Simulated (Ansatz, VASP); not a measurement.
## ReBi: VASP beside Ansatz

INCAR

```
PREC = Accurate ; ENCUT = 520
EDIFF = 1E-7 ; ISMEAR = 0
SIGMA = 0.05 ; LREAL = F
LASPH = T ; NELM = 60
ALGO = Fast ; ISIF = 2
LWAVE = F ; LCHARG = F
GGA = PE ; NBANDS = 18
```

The input KPOINTS:

```
Automatic mesh
0
Gamma
  10 10 10
```

The input POSCAR:

```
ReBi
1.0
    0.0000000000      3.1097581038      3.1097581038
    3.1097581038      0.0000000000      3.1097581038
    3.1097581038      3.1097581038      0.0000000000
Re Bi
1 1
Direct
    0.0000000000      0.0000000000      0.0000000000
    0.2178431580      0.2821568420      0.2821568420
```

Input for Ansatz:

```yaml
crystal:
  lattice:
    - [0.0, 3.1097581038, 3.1097581038]
    - [3.1097581038, 0.0, 3.1097581038]
    - [3.1097581038, 3.1097581038, 0.0]
  atoms:
    - { symbol: Re, position: [0.0, 0.0, 0.0] }
    - { symbol: Bi, position: [0.217843158, 0.282156842, 0.282156842] }
basis:
  ecutwfc: 420
  ecutrho_ratio: 4
kpoints:
  mp_grid: { grid: [10, 10, 10] }
hamiltonian:
  xc: pbe
scf:
  occupations: { method: gaussian, width: 0.05 }
output:
  forces: true
  stress: true
  eigenvalues: true
  write_density: true
  write_potential: true
  elf: true
  volumetric_format: npy
```

Alike in both runs: task single point; functional PBE; k mesh 10 × 10 × 10; occupations gaussian, width 0.05 eV; no spin polarisation.

|  | VASP | Ansatz |
| --- | --- | --- |
| version | VASP 6.6.1 | Ansatz 0.2.0 |
| potentials or method | VASP PAW PBE potentials, release 64 (Re, Bi_d), cutoff 520 eV | scalar-relativistic, plane waves, PAW |
| valence electrons in the cell | 22 | 30 |

|  | VASP | Ansatz | Ansatz less VASP |
| --- | --- | --- | --- |
| gap on the k mesh at the Fermi level (eV) | none | none | - |
| pressure (GPa) | 1.2 | 1.2 | +0.01 |
| traceless stress, the component that is largest in VASP (GPa) | -8.72 | -8.69 | +0.021 |
| rms of the force components (eV/Å) | 1.030 | 1.026 | -0.0041 |

Atom by atom the forces differ by 0.004 eV/Å (rms over components). A gap of «none» marks a metal or a gap that the smearing closes. With one functional, cell and mesh, what is left measures potentials, basis and numerics. VASP's potentials hold 22 valence electrons a cell and Ansatz's 30, so a difference there can come from the potentials and not from the codes.

Spin-orbit coupling is off throughout.
